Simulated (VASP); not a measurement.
# Ta in VASP: further runs, part 2 of 2

VASP 6.6.1.

### Step 3. Single point, PBEsol

Contents of INCAR:

```
PREC = Accurate ; ENCUT = 520
EDIFF = 1E-6 ; ISMEAR = 0
SIGMA = 0.1 ; LREAL = F
LASPH = T ; NELM = 80
ALGO = Fast ; ISIF = 2
LWAVE = F ; LCHARG = F
LDIPOL = T ; IDIPOL = 3
DIPOL = 0.5 0.5 0.500 ; GGA = PS
NBANDS = 42
```

Contents of KPOINTS:

```
Automatic mesh
0
Gamma
  13 13 1
```

Contents of POSCAR:

```
Ta
1.0
    2.8410132488      0.0000000000      0.0000000000
   -0.9470044163      2.6785329782      0.0000000000
    0.0000000000      0.0000000000     26.5983880200
Ta
6
Direct
    0.5000000000      0.5000000000      0.2854641393
    0.0000000000      0.0000000000      0.3692269573
    0.5000000000      0.5000000000      0.4564409292
    0.0000000000      0.0000000000      0.5435590692
    0.5000000000      0.5000000000      0.6307730431
    0.0000000000      0.0000000000      0.7145358620
```

Potentials or basis: VASP PAW PBE potentials, release 64 (Ta_pv).

Launch:

```console
$ cat potpaw_PBE.64/Ta_pv/POTCAR > POTCAR
$ mpirun -np 1 vasp_std > vasp.out
```

OUTCAR:

```text
PREC = Accurate
   ENCUT = 520
   EDIFF = 1E-6
   ISMEAR = 0
   LREAL = F
   LASPH = T
   NELM = 80
   ISIF = 2
   GGA = PS

 ion  position               nearest neighbor table
   1  0.500  0.500  0.285-   2 2.77   2 2.77   2 3.22   2 3.22
   2  0.000  0.000  0.369-   1 2.77   1 2.77   3 2.84   3 2.84   1 3.22   1 3.22   3 3.28   3 3.28

   3  0.500  0.500  0.456-   4 2.84   4 2.84   2 2.84   2 2.84   4 3.28   4 3.28   2 3.28   2 3.28

   4  0.000  0.000  0.544-   3 2.84   3 2.84   5 2.84   5 2.84   3 3.28   3 3.28   5 3.28   5 3.28

   5  0.500  0.500  0.631-   6 2.77   6 2.77   4 2.84   4 2.84   6 3.22   6 3.22   4 3.28   4 3.28

   6  0.000  0.000  0.715-   5 2.77   5 2.77   5 3.22   5 3.22

  LATTYP: Found a base centered orthorhombic cell.
 ALAT       =     3.2805195279
 B/A-ratio  =     1.4142135624
 C/A-ratio  =     8.1079803957

  Lattice vectors:

 A1 = (   2.8410132488,   0.0000000000,   0.0000000000)
 A2 = (  -0.9470044163,   2.6785329782,   0.0000000000)
 A3 = (   0.0000000000,   0.0000000000,  26.5983880200)

Analysis of symmetry for initial positions (statically):
=====================================================================
 Subroutine PRICEL returns:
 Original cell was already a primitive cell.

 Routine SETGRP: Setting up the symmetry group for a
 base centered orthorhombic supercell.

 Subroutine GETGRP returns: Found  8 space group operations
 (whereof  4 operations were pure point group operations)
 out of a pool of  8 trial point group operations.

The static configuration has the point symmetry C_2v.
 The point group associated with its full space group is D_2h.

Analysis of symmetry for dynamics (positions and initial velocities):
=====================================================================
 Subroutine PRICEL returns:
 Original cell was already a primitive cell.

 Routine SETGRP: Setting up the symmetry group for a
[... 143 lines left out ...]
   IVDW    =     0    specifies the selected vdW correction
   LEPSILON=     F    determine dielectric tensor
   LRPA    =     F    only Hartree local field effects (RPA)
 non-spin polarized calculation
 RMM-DIIS sequential band-by-band and
 Gauss-broadening in eV      SIGMA  =   0.10
  energy-cutoff  :      520.00
  volume of cell :      202.41
 maximum number of plane-waves:      5495
 NGX is ok and might be reduce to    24
   NGX = 11   NGY = 11   NGZ = 99

 dipolmoment           0.000000      0.000000     -0.000000 electrons x Angstroem

 number of electron      66.0000009 magnetization

 dipolmoment           0.000000      0.000000      0.000001 electrons x Angstroem

 Free energy of the ion-electron system (eV)
  ---------------------------------------------------
  ext. energy  EPLUGINS =         0.00000000
  ---------------------------------------------------
  free energy    TOTEN  =       -72.85963562 eV

  energy without entropy =      -72.81722406  energy(sigma->0) =      -72.83842984

 E-fermi :   0.7097     XC(G=0):  -7.4750

 val. band max:        0.7097396108   @ k =   0.0769   0.0769   0.0000
 cond. band min:       0.7099527704   @ k =  -0.4615   0.3077   0.0000
 fundamental gap:      0.0002131596
 Fermi energy:         0.7097445810

 k-point     1 :       0.0000    0.0000    0.0000
  band No.  band energies     occupation
      1     -33.6211      2.00000
      2     -33.5871      2.00000
      3     -33.2427      2.00000
      4     -32.8961      2.00000
      5     -32.8617      2.00000
      6     -32.8607      2.00000
[... 1069 lines left out ...]
     41       4.4732      0.00000
     42       4.5868      0.00000

 [... further k-points ...]

------------------------ aborting loop because EDIFF is reached ----------------------------------------

 vacuum level on the upper side and lower side of the slab       (xc-potential included)        -0.157        -0.157

  FORCE on cell =-STRESS in cart. coord.  units (eV):
  Direction    XX          YY          ZZ          XY          YZ          ZX
  --------------------------------------------------------------------------------------
  -------------------------------------------------------------------------------------
  Total       -2.5177441     -2.3654484     -0.0430065      0.2153787      0.0000000      0.0000000
  in kB      -19.9295092    -18.7239939     -0.3404230      1.7048561      0.0000000      0.0000000
  external PRESSURE =     -12.9979753 kB  Pullay stress =       0.0000000 kB

 VOLUME and BASIS-vectors are now :
 -----------------------------------------------------------------------------
  energy-cutoff  :      520.00
  volume of cell :      202.41
      direct lattice vectors                 reciprocal lattice vectors
     2.841013249  0.000000000  0.000000000     0.351987095  0.124446231  0.000000000
    -0.947004416  2.678532978  0.000000000     0.000000000  0.373338693  0.000000000
     0.000000000  0.000000000 26.598388020     0.000000000  0.000000000  0.037596263

 POSITION                                       TOTAL-FORCE (eV/Angst)
 -----------------------------------------------------------------------------------
      0.94700      1.33927      7.59289         0.000000      0.000000     -0.004075
      0.00000      0.00000      9.82084         0.000000      0.000000      0.011752
      0.94700      1.33927     12.14059        -0.000000      0.000000     -0.010840
      0.00000      0.00000     14.45780        -0.000000      0.000000      0.010840
      0.94700      1.33927     16.77755        -0.000000      0.000000     -0.011752
      0.00000      0.00000     19.00550        -0.000000      0.000000      0.004075
 -----------------------------------------------------------------------------------
    total drift:                                0.000000     -0.000000      0.000112

  FREE ENERGIE OF THE ION-ELECTRON SYSTEM (eV)
  ---------------------------------------------------
  free  energy   TOTEN  =       -72.8596356178 eV

  energy  without entropy=      -72.8172240554  energy(sigma->0) =      -72.83842984

 vacuum level on the upper side and lower side of the slab         5.433         5.433
```

OSZICAR:

```text
N       E                     dE             d eps       ncg     rms          rms(c)
DAV:   1     0.617172185079E+03    0.61717E+03   -0.37863E+04  4844   0.148E+03
DAV:   2    -0.514163363467E+02   -0.66859E+03   -0.65212E+03  4666   0.423E+02
DAV:   3    -0.775425946633E+02   -0.26126E+02   -0.24996E+02  5318   0.731E+01
[... 18 lines left out ...]
RMM:  22    -0.728596148619E+02   -0.98251E-05   -0.62460E-06  3453   0.371E-03    0.174E-03
RMM:  23    -0.728596313650E+02   -0.16503E-04   -0.29704E-06  3254   0.295E-03    0.125E-03
RMM:  24    -0.728596337989E+02   -0.24339E-05   -0.15173E-06  2255   0.156E-03    0.308E-04
RMM:  25    -0.728596352661E+02   -0.14672E-05   -0.60852E-07  2031   0.135E-03    0.155E-04
RMM:  26    -0.728596356178E+02   -0.35165E-06   -0.42745E-07  1633   0.105E-03
   1 F= -.72859636E+02 E0= -.72838430E+02  d E =-.424116E-01
```

stdout:

```text
POSCAR found type information on POSCAR Ta
 POSCAR found :  1 types and       6 ions
 scaLAPACK will be used
 -----------------------------------------------------------------------------
|                                                                             |
|                                                                             |
|     You enforced a specific xc type in the INCAR file but a different       |
|     I HOPE YOU KNOW WHAT YOU ARE DOING!                                     |
|                                                                             |
 -----------------------------------------------------------------------------

 LDA part: xc-table for (Slater+PW92), standard interpolation
 POSCAR, INCAR and KPOINTS ok, starting setup
 FFT: planning ... GRIDC
 FFT: planning ... GRID_SOFT
 FFT: planning ... GRID
 WAVECAR not read
 entering main loop
```

It took 22 min on 1 thread of Intel Xeon 8259CL, shared host; peak memory 0.51 GiB.

What came out:

| Quantity | Value |
| --- | --- |
| Free energy | -72.8596 eV |
| Largest force | 0.012 eV/Å |
| Band gap on the k mesh | zero (bands 33 and 34 overlap by 2.23 eV) |

Forces in eV/Å, atoms in the order of the input:
```
Ta   0.000  0.000 -0.004
Ta   0.000  0.000  0.012
Ta   0.000  0.000 -0.011
Ta   0.000  0.000  0.011
Ta   0.000  0.000 -0.012
Ta   0.000  0.000  0.004
```

Caveat: the PAW data sets were made with another functional, which shifts forces and pressure a little; spin-orbit coupling is left out, which moves the levels of the heavy elements.
